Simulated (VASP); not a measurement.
# GaSi3S2 (Cmmm) in VASP: a series of runs

GaSi3S2 is run at these levels: PBE; tasks: relaxation of cell and atoms, single point.

All numbers are computed with VASP 6.6.1; they aren't measurements. Logs are shortened: lines on timing, memory, paths and dates and some standing lists are left out, and cuts for length are marked.

## 1. The cell of the first run

The structure is orthorhombic, space group Cmmm (No. 65). Conventional cell: a = 4.376 Å, b = 9.102 Å, c = 6.228 Å, α = 90.00°, β = 90.00°, γ = 90.00°. Within 2.9 Å of Ga (site symmetry mmm) lie 6 Si at 2.19 to 2.52 Å. Si (site symmetry mmm) has 2 Ga at 2.19 Å and 4 Si at 2.52 Å within 2.9 Å. Si (site symmetry 2/m) has 4 Si at 2.19 to 2.52 Å and 2 Ga at 2.52 Å within 2.9 Å. Within 2.9 Å of S (site symmetry m2m) lie 2 S at 2.20 Å.

The cell was generated, and may not be a known phase.

## 2. Relaxation of cell and atoms, PBE

Contents of INCAR:

```
SYSTEM = GaSi3S2
PREC = Accurate ; ENCUT = 600
EDIFF = 1E-7 ; ISMEAR = 0
SIGMA = 0.1 ; LREAL = .FALSE.
LASPH = .TRUE. ; NELM = 100
ALGO = Normal ; ISIF = 3
LWAVE = .FALSE. ; LCHARG = .FALSE.
GGA = PE ; IBRION = 2
NSW = 90 ; EDIFFG = -0.04
```

Contents of KPOINTS:

```
Automatic mesh
0
G
  4 4 4
  0 0 0
```

Contents of POSCAR:

```
GaSi3S2
1.0
    2.1877922300     -4.5510609400      0.0000000000
    2.1877922300      4.5510609400      0.0000000000
    0.0000000000      0.0000000000      6.2280291600
Ga Si S
1 3 2
Direct
    0.5000000000      0.5000000000      0.5000000000
    0.0000000000      0.0000000000      0.5000000000
    0.0000000000      0.5000000000      0.5000000000
    0.5000000000      0.0000000000      0.5000000000
    0.7367550400      0.2632449600      0.0000000000
    0.2632449600      0.7367550400      0.0000000000
```

Potentials or basis: VASP PAW PBE potentials, release 64 (Ga_d, Si, S).

Started as:

```console
$ cat potpaw_PBE.64/Ga_d/POTCAR potpaw_PBE.64/Si/POTCAR potpaw_PBE.64/S/POTCAR > POTCAR
$ mpirun -np 1 vasp_std > vasp.out
```

OUTCAR:

```text
SYSTEM = GaSi3S2
   PREC = Accurate
   ENCUT = 600
   EDIFF = 1E-7
   ISMEAR = 0
   LREAL = .FALSE.
   LASPH = .TRUE.
   NELM = 100
   ISIF = 3
   GGA = PE
   IBRION = 2
   NSW = 90
   EDIFFG = -0.04

 ion  position               nearest neighbor table
   1  0.500  0.500  0.500-   2 2.19   2 2.19   4 2.52   4 2.52   3 2.52   3 2.52
   2  0.000  0.000  0.500-   1 2.19   1 2.19   4 2.52   3 2.52   4 2.52   3 2.52
   3  0.000  0.500  0.500-   4 2.19   4 2.19   1 2.52   2 2.52   1 2.52   2 2.52
   4  0.500  0.000  0.500-   3 2.19   3 2.19   1 2.52   1 2.52   2 2.52   2 2.52
   5  0.737  0.263  0.000-   6 2.20   6 2.20
   6  0.263  0.737  0.000-   5 2.20   5 2.20

  LATTYP: Found a base centered orthorhombic cell.
 ALAT       =     4.3755844600
 B/A-ratio  =     2.0802071045
 C/A-ratio  =     1.4233593745

  Lattice vectors:

 A1 = (   2.1877922300,  -4.5510609400,   0.0000000000)
 A2 = (   2.1877922300,   4.5510609400,   0.0000000000)
 A3 = (   0.0000000000,   0.0000000000,   6.2280291600)

Analysis of symmetry for initial positions (statically):
=====================================================================
 Subroutine PRICEL returns:
 Original cell was already a primitive cell.

 Routine SETGRP: Setting up the symmetry group for a
 base centered orthorhombic supercell.

 Subroutine GETGRP returns: Found  8 space group operations
 (whereof  8 operations were pure point group operations)
 out of a pool of  8 trial point group operations.

The static configuration has the point symmetry D_2h.

Analysis of symmetry for dynamics (positions and initial velocities):
=====================================================================
 Subroutine PRICEL returns:
 Original cell was already a primitive cell.

 Routine SETGRP: Setting up the symmetry group for a
 base centered orthorhombic supercell.

 Subroutine GETGRP returns: Found  8 space group operations
 (whereof  8 operations were pure point group operations)
 out of a pool of  8 trial point group operations.

The dynamic configuration has the point symmetry D_2h.

 Subroutine INISYM returns: Found  8 space group operations
 (whereof  8 operations are pure point group operations),
 and found     1 'primitive' translations

----------------------------------------------------------------------------------------

                                     Primitive cell

  volume of cell :     124.0222

  direct lattice vectors                    reciprocal lattice vectors
     2.187792230 -4.551060940  0.000000000     0.228540898 -0.109864492  0.000000000
     2.187792230  4.551060940  0.000000000     0.228540898  0.109864492  0.000000000
     0.000000000  0.000000000  6.228029160     0.000000000  0.000000000  0.160564438

  length of vectors
     5.049612908  5.049612908  6.228029160     0.253576711  0.253576711  0.160564438

  position of ions in fractional coordinates (direct lattice)
     0.500000000  0.500000000  0.500000000
     0.000000000  0.000000000  0.500000000
     0.000000000  0.500000000  0.500000000
     0.500000000  0.000000000  0.500000000
     0.736755040  0.263244960  0.000000000
     0.263244960  0.736755040  0.000000000

  ion indices of the primitive-cell ions
   primitive index   ion index
                 1           1
                 2           2
                 3           3
                 4           4
                 5           5
                 6           6

----------------------------------------------------------------------------------------

 KPOINTS: Automatic mesh

Automatic generation of k-mesh.
 Grid dimensions read from file:
 generate k-points for:    4    4    4

 Generating k-lattice:

  Cartesian coordinates                     Fractional coordinates (reciprocal lattice)
     0.057135224 -0.027466123  0.000000000     0.250000000  0.000000000  0.000000000
     0.057135224  0.027466123  0.000000000     0.000000000  0.250000000  0.000000000
     0.000000000  0.000000000  0.040141109     0.000000000  0.000000000  0.250000000

  Length of vectors
     0.063394178  0.063394178  0.040141109

  Shift w.r.t. Gamma in fractional coordinates (k-lattice)
     0.000000000  0.000000000  0.000000000

 Subroutine IBZKPT returns following result:
 ===========================================

 Found     21 irreducible k-points:

 Following reciprocal coordinates:
            Coordinates               Weight
  0.000000  0.000000  0.000000      1.000000
  0.250000  0.000000  0.000000      4.000000
  0.500000  0.000000  0.000000      2.000000
  0.250000  0.250000  0.000000      2.000000
  0.500000  0.250000  0.000000      4.000000
 -0.250000  0.250000  0.000000      2.000000
[... 13 lines left out ...]
 -0.250000  0.250000  0.500000      2.000000
  0.500000  0.500000  0.500000      1.000000
   k-points           NKPTS =     21   k-points in BZ     NKDIM =     21   number of bands    NBANDS=     22
   number of dos      NEDOS =    301   number of ions     NIONS =      6
[... 38 lines left out ...]
  Fermi-wavevector in a.u.,A,eV,Ry     =   1.093895  2.067162 16.280815  1.196606
  Thomas-Fermi vector in A             =   2.230189
   LORBIT       =      0    0 simple, 1 ext, 2 COOP (PROOUT), +10 PAW based schemes
   GGA     = PE    functional components
   LHFCALC =     F    Hartree Fock is set to
   AEXX    =    0.0000 exact exchange contribution
   IVDW    =     0    specifies the selected vdW correction
   LEPSILON=     F    determine dielectric tensor
   LRPA    =     F    only Hartree local field effects (RPA)
 conjugate gradient relaxation of ions
 non-spin polarized calculation
 Gauss-broadening in eV      SIGMA  =   0.10
  energy-cutoff  :      600.00
  volume of cell :      124.02
 maximum number of plane-waves:      4182
   NGX = 21   NGY = 21   NGZ = 25

--------------------------------------- Ionic step        1  -------------------------------------------

 number of electron      36.9999998 magnetization

 Free energy of the ion-electron system (eV)
  ---------------------------------------------------
  ext. energy  EPLUGINS =         0.00000000
  ---------------------------------------------------
  free energy    TOTEN  =       -21.34618653 eV

  energy without entropy =      -21.32477947  energy(sigma->0) =      -21.33548300

------------------------ aborting loop because EDIFF is reached ----------------------------------------

  FORCE on cell =-STRESS in cart. coord.  units (eV):
  Direction    XX          YY          ZZ          XY          YZ          ZX
  --------------------------------------------------------------------------------------
  -------------------------------------------------------------------------------------
  Total       19.6936745      2.9598049     -1.0682789     -0.0000000      0.0000000      0.0000000
  in kB      254.4122262     38.2361630    -13.8005329     -0.0000000      0.0000000      0.0000000
  external PRESSURE =      92.9492854 kB  Pullay stress =       0.0000000 kB
[... 101 lines left out ...]
  FREE ENERGIE OF THE ION-ELECTRON SYSTEM (eV)
  ---------------------------------------------------
  free  energy   TOTEN  =       -22.3364196011 eV

  energy  without entropy=      -22.3013553121  energy(sigma->0) =      -22.31888746

 E-fermi :   3.7631     XC(G=0):  -8.9783

 val. band max:        3.7453895457   @ k =   0.5000   0.0000   0.5000
 cond. band min:       3.7997794677   @ k =   0.5000   0.0000   0.5000
 fundamental gap:      0.0543899220
 Fermi energy:         3.7630801338

 k-point     1 :       0.0000    0.0000    0.0000
  band No.  band energies     occupation
      1     -11.6305      2.00000
      2     -11.5753      2.00000
      3     -11.5546      2.00000
      4     -11.5012      2.00000
      5     -11.4941      2.00000
      6      -9.8428      2.00000
[... 499 lines left out ...]
      6      -9.6571      2.00000
[... 14 lines left out ...]
     21       4.6164      0.00000
     22       4.6226      0.00000

 E-fermi :   6.1711     XC(G=0):  -9.9695

 val. band max:        6.1315054638   @ k =   0.5000   0.5000   0.5000
 cond. band min:       6.1755619037   @ k =   0.5000   0.0000   0.0000
 fundamental gap:      0.0440564399
 Fermi energy:         6.1710898442

 k-point     1 :       0.0000    0.0000    0.0000
  band No.  band energies     occupation
      1      -9.5869      2.00000
      2      -8.7712      2.00000
      3      -8.7625      2.00000
      4      -8.7363      2.00000
      5      -8.7042      2.00000
      6      -8.6447      2.00000
[... 499 lines left out ...]
      6      -7.8885      2.00000
[... 14 lines left out ...]
     21       8.1749      0.00000
     22       8.5315      0.00000

[... ionic steps 4 to 21 ...]

--------------------------------------- Ionic step       22  -------------------------------------------

 number of electron      36.9999992 magnetization

------------------------ aborting loop because EDIFF is reached ----------------------------------------

  FORCE on cell =-STRESS in cart. coord.  units (eV):
  Direction    XX          YY          ZZ          XY          YZ          ZX
  --------------------------------------------------------------------------------------
  -------------------------------------------------------------------------------------
  Total        0.2298989      0.1917559      0.0336346     -0.0000000      0.0000000      0.0000000
  in kB        3.3144758      2.7645646      0.4849132     -0.0000000      0.0000000      0.0000000
  external PRESSURE =       2.1879845 kB  Pullay stress =       0.0000000 kB
[... 65 lines left out ...]
  energy  without entropy=      -25.1780895495  energy(sigma->0) =      -25.18349059

--------------------------------------- Ionic step       24  -------------------------------------------

 number of electron      36.9999993 magnetization

 Free energy of the ion-electron system (eV)
  ---------------------------------------------------
  ext. energy  EPLUGINS =         0.00000000
  ---------------------------------------------------
  free energy    TOTEN  =       -25.19027112 eV

  energy without entropy =      -25.17953197  energy(sigma->0) =      -25.18490155

 E-fermi :   6.6877     XC(G=0): -10.1701

 val. band max:        6.6283161805   @ k =   0.5000   0.2500   0.5000
 cond. band min:       6.7891116010   @ k =   0.5000   0.5000   0.5000
 fundamental gap:      0.1607954205
 Fermi energy:         6.6877470214

 k-point     1 :       0.0000    0.0000    0.0000
  band No.  band energies     occupation
      1      -9.3054      2.00000
      2      -8.4022      2.00000
      3      -8.3905      2.00000
      4      -8.3695      2.00000
      5      -8.3110      2.00000
      6      -8.2310      2.00000
[... 547 lines left out ...]
  FREE ENERGIE OF THE ION-ELECTRON SYSTEM (eV)
  ---------------------------------------------------
  free  energy   TOTEN  =       -25.1902711199 eV

  energy  without entropy=      -25.1795319722  energy(sigma->0) =      -25.18490155

 reached required accuracy - stopping structural energy minimisation
```

Wall time 46 min (1 thread of Intel Xeon 8259CL, shared host); peak memory 0.34 GiB.

What came out:

| Quantity | Value |
| --- | --- |
| Free energy | -25.1903 eV |
| Relaxed volume | 18.58 Å³/atom |
| Relaxed cell | a = 5.804 Å, b = 5.804 Å, c = 3.640 Å, α = 90.00°, β = 90.00°, γ = 114.58° |
| Space group after relaxing (to 0.1 Å) | Cmmm (No. 65) |
| Energy gained by relaxing | 640.7 meV/atom |
| Ionic steps | 24 |
| Pressure after relaxing | 0.0 GPa |
| Largest force after relaxing | 0.019 eV/Å |
| Band gap on the k mesh | zero (an odd number of electrons rules out a gap without spin polarisation) |

Forces on the atoms (eV/Å):
```
Ga   0.000  0.000  0.000
Si   0.000  0.000  0.000
Si   0.000  0.000  0.000
Si   0.000  0.000  0.000
S    0.000  0.019  0.000
S    0.000 -0.019  0.000
```

The path:
```
step  energy change (eV)  largest force (eV/Å)  pressure (GPa)  volume (Å³)
   1              0.0000                1.2356            9.29       124.02
   2             -0.8885                0.2138           -4.97       145.82
   3             -0.9902                0.2118           -2.42       139.09
   4             -0.9910                0.2382           -2.22       138.70
   5             -1.3112                0.0724           -2.61       134.79
   6             -2.1129                0.3833           -2.18       125.44
   7             -2.0659                0.9190            8.54       103.55
   8             -2.1794                0.7382            4.36       107.79
   9             -2.3668                0.7272            4.33       108.14
  10             -3.1431                0.8928            3.88       107.96
  11             -2.0610                0.3453           12.75       101.75
  12             -3.4510                0.6304            4.49       106.73
  13             -3.6585                0.5208            0.35       112.88
  14             -3.6908                0.5113           -1.56       116.23
  15             -3.6915                0.5089           -1.81       116.74
  16             -3.7708                0.4577           -1.43       115.15
  17             -3.7820                0.3199            0.91       110.18
  18             -3.8315                0.1247           -0.41       112.65
  19             -3.8318                0.0915           -0.32       112.46
  20             -3.8360                0.1123           -0.01       111.75
  21             -3.8381                0.1330            0.40       110.87
  22             -3.8410                0.1079            0.22       111.13
  23             -3.8427                0.0667           -0.04       111.51
  24             -3.8441                0.0194           -0.03       111.51
```

Final structure:
```
Ga Si S
1.0
     3.13650   -4.88389    0.00000
     3.13650    4.88389    0.00000
     0.00000    0.00000    3.63971
Ga Si S
1 3 2
Direct
  0.50000 0.50000 0.50000
  0.00000 0.00000 0.50000
  0.00000 0.50000 0.50000
  0.50000 0.00000 0.50000
  0.68765 0.31235 0.00000
  0.31235 0.68765 0.00000
```

Caveat: the k points lie up to 0.43 Å⁻¹ apart in the final cell, too coarse for converged energies and pressures of a metal; a cell axis changed by over 15 % at a fixed basis, so the end point is rough; an odd number of electrons without spin polarisation forces a metal; a magnetic or distorted state may lie lower.

## 3. Single point, PBE

This run uses another cell than the first one, of 18.76 Å³/atom.

Contents of INCAR:

```
  ALGO = Normal
  EDIFF = 1E-6
  ENCUT = 520
  GGA = PE
  ISIF = 2
  ISMEAR = 0
  LASPH = T
  LCHARG = F
  LREAL = F
  LWAVE = F
  NBANDS = 28
  NELM = 60
  PREC = Accurate
  SIGMA = 0.1
```

Contents of KPOINTS:

```
k-points
0
Gamma
  8 8 8
```

Contents of POSCAR:

```
GaSi3S2
1.0
    3.3991659255     -4.1027910008      0.0000000000
    3.3991659255      4.1027910008      0.0000000000
    0.0000000000      0.0000000000      4.0344711838
Ga Si S
1 3 2
Direct
    0.5000000000      0.5000000000      0.5000000000
    0.0000000000      0.0000000000      0.5000000000
    0.0000000000      0.5000000000      0.5000000000
    0.5000000000      0.0000000000      0.5000000000
    0.7820564384      0.2179435616      0.0000000000
    0.2179435616      0.7820564384      0.0000000000
```

Potentials or basis: VASP PAW PBE potentials, release 64 (Ga_d, Si, S).

Started as:

```console
$ cat potpaw_PBE.64/Ga_d/POTCAR potpaw_PBE.64/Si/POTCAR potpaw_PBE.64/S/POTCAR > POTCAR
$ mpirun -np 1 vasp_std > vasp.out
```

Wall time 6.6 min (1 thread of Intel Xeon 8259CL, shared host); peak memory 0.42 GiB.

The run converged. Its results:

```yaml
Free_energy: -25.4978 eV
Pressure: 0.0 GPa
Largest_force: 0.003 eV/Å
Band_gap_on_the_k_mesh: zero (an odd number of electrons rules out a gap without spin polarisation)
```

Forces in eV/Å, atoms in the order of the input:
```
Ga   0.000  0.000  0.000
Si   0.000  0.000  0.000
Si   0.000  0.000  0.000
Si   0.000  0.000  0.000
S    0.000 -0.003  0.000
S    0.000  0.003  0.000
```

Levels at points of the mesh, in eV from the Fermi level:
| k point | band 15 | band 16 | band 17 | band 18 | band 19 | band 20 | band 21 | band 22 |
| --- | --- | --- | --- | --- | --- | --- | --- | --- |
| (0.00, 0.00, 0.00) | -2.77 | -2.76 | -2.46 | -0.73 | -0.26 | 0.29 | 0.74 | 1.49 |
| (0.50, 0.00, 0.00) | -3.93 | -1.68 | -1.42 | -0.22 | 0.01 | 1.39 | 1.53 | 1.67 |
| (0.50, 0.50, 0.00) | -2.89 | -2.05 | -1.99 | -0.15 | 0.13 | 0.62 | 1.17 | 1.45 |
| (0.00, 0.00, 0.50) | -2.96 | -2.78 | -2.58 | -2.29 | -0.11 | 0.09 | 0.54 | 2.23 |
| (0.50, 0.00, 0.50) | -3.90 | -3.84 | -3.41 | 0.29 | 0.33 | 1.94 | 2.11 | 2.12 |
| (0.50, 0.50, 0.50) | -1.96 | -0.89 | -0.75 | 0.11 | 1.32 | 1.32 | 1.48 | 1.62 |

Caveat: an odd number of electrons without spin polarisation forces a metal; a magnetic or distorted state may lie lower.

## 4. Single point, PBE

This run uses another cell than the first one, of 18.66 Å³/atom.

Contents of INCAR:

```
SYSTEM = GaSi3S2
PREC = Accurate
ENCUT = 520
EDIFF = 1E-6
ISMEAR = 0
SIGMA = 0.1
LREAL = .False.
LASPH = .True.
NELM = 100
ALGO = Normal
ISIF = 2
LWAVE = .False.
LCHARG = .False.
GGA = PE
NBANDS = 28
```

Contents of KPOINTS:

```
regular mesh
0
Gamma
  8 8 10
  0 0 0
```

Contents of POSCAR:

```
GaSi3S2
1.0
    3.3973833558     -4.0291508648      0.0000000000
    3.3973833558      4.0291508648      0.0000000000
    0.0000000000      0.0000000000      4.0896945560
Ga Si S
1 3 2
Direct
    0.5000000000      0.5000000000      0.5000000000
    0.0000000000      0.0000000000      0.5000000000
    0.0000000000      0.5000000000      0.5000000000
    0.5000000000      0.0000000000      0.5000000000
    0.7784255115      0.2215744885      0.0000000000
    0.2215744885      0.7784255115      0.0000000000
```

Started as:

```console
$ cat potpaw_PBE.64/Ga_d/POTCAR potpaw_PBE.64/Si/POTCAR potpaw_PBE.64/S/POTCAR > POTCAR
$ mpirun -np 1 vasp_std > vasp.out
```

It took 7.1 min on 1 thread of Intel Xeon 8259CL, shared host; peak memory 0.46 GiB.

Results (log left out):

```
Free energy            : -25.5252 eV
Pressure               : 0.0 GPa
Band gap on the k mesh : zero (an odd number of electrons rules out a gap without spin polarisation)
```

Levels at points of the mesh, in eV from the Fermi level:
```tsv
k point	band 15	band 16	band 17	band 18	band 19	band 20	band 21	band 22
(0.00, 0.00, 0.00)	-2.91	-2.70	-2.16	-0.81	-0.30	0.30	0.77	1.49
(0.50, 0.00, 0.00)	-3.92	-1.56	-1.38	-0.22	0.08	1.45	1.63	1.70
(0.50, 0.50, 0.00)	-2.66	-2.05	-1.98	-0.20	0.25	0.50	1.28	1.65
(0.00, 0.00, 0.50)	-2.79	-2.67	-2.33	-2.09	0.00	0.03	0.52	2.32
(0.50, 0.00, 0.50)	-3.92	-3.88	-3.36	0.36	0.43	2.01	2.21	2.44
(0.50, 0.50, 0.50)	-1.77	-0.65	-0.53	0.23	1.20	1.56	1.66	1.67
```

Caveat: an odd number of electrons without spin polarisation forces a metal; a magnetic or distorted state may lie lower.

## 5. Summary

| task | cell | k mesh | cutoff (eV) | gap on the mesh (eV) | pressure (GPa) |
| --- | --- | --- | --- | --- | --- |
| relaxation of cell and atoms | relaxed from a = 5.050, b = 5.050, c = 6.228 Å, angles 90.0, 90.0, 128.7°, 6 atoms, atomic positions A | 4 × 4 × 4 | 600 | none | 0.0 |
| single point | a = 5.328, b = 5.328, c = 4.034 Å, angles 90.0, 90.0, 100.7°, 6 atoms, atomic positions B | 8 × 8 × 8 | 520 | none | 0.0 |
| single point | a = 5.270, b = 5.270, c = 4.090 Å, angles 90.0, 90.0, 99.7°, 6 atoms, atomic positions C | 8 × 8 × 10 | 520 | none | 0.0 |

Alike in all rows: level PBE; potentials or basis VASP PAW PBE potentials, release 64 (Ga_d, Si, S); no spin polarisation; smearing gaussian 0.1 eV.

Caveats: some runs use coarse meshes; an odd number of electrons without spin polarisation forces a metal; a magnetic or distorted state may lie lower; a cell axis changed by over 15 % at a fixed basis, so the end point is rough (at least some runs).

Absolute energies hang on the potentials; compare differences alone.

The gap in the log of VASP goes by the Fermi energy; the results here count the filled bands.